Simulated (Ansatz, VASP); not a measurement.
**BaTe: VASP beside Ansatz**

```
CELL_PARAMETERS angstrom
4.47559 0.00000 0.00000
0.00000 4.47559 0.00000
0.00000 0.00000 4.04934
ATOMIC_POSITIONS crystal
Ba 0.00000 0.00000 0.00000
Te 0.50000 0.50000 0.50000
```

Change from the starting cell: strain +0.050 along x and y, -0.050 along z, atoms carried along.

Alike in both runs: task single point; functional PBE; k mesh 6 × 6 × 6; occupations gaussian, width 0.05 eV; no spin polarisation.

```csv
,VASP,Ansatz
version,VASP 6.6.1,Ansatz 0.2.0
potentials or method,"VASP PAW PBE potentials, release 64 (Ba_sv, Te), cutoff 520 eV","scalar-relativistic, plane waves, PAW"
valence electrons in the cell,16,26
```

VASP gave:

* gap on the k mesh at the Fermi level (eV): 0.15
* least direct gap on the mesh (eV): 0.15
* pressure (GPa): -1.2
* traceless stress, the component that is largest in VASP (GPa): 4.70

**Question.** Estimate Ansatz's values.

**Answer.** gap on the k mesh at the Fermi level (eV): 0.24; least direct gap on the mesh (eV): 0.24; pressure (GPa): -1.6; traceless stress, the component that is largest in VASP (GPa): 4.69.

VASP's potentials hold 16 valence electrons a cell and Ansatz's 26, so a difference there can come from the potentials and not from the codes.

Neither program's run includes spin-orbit coupling.
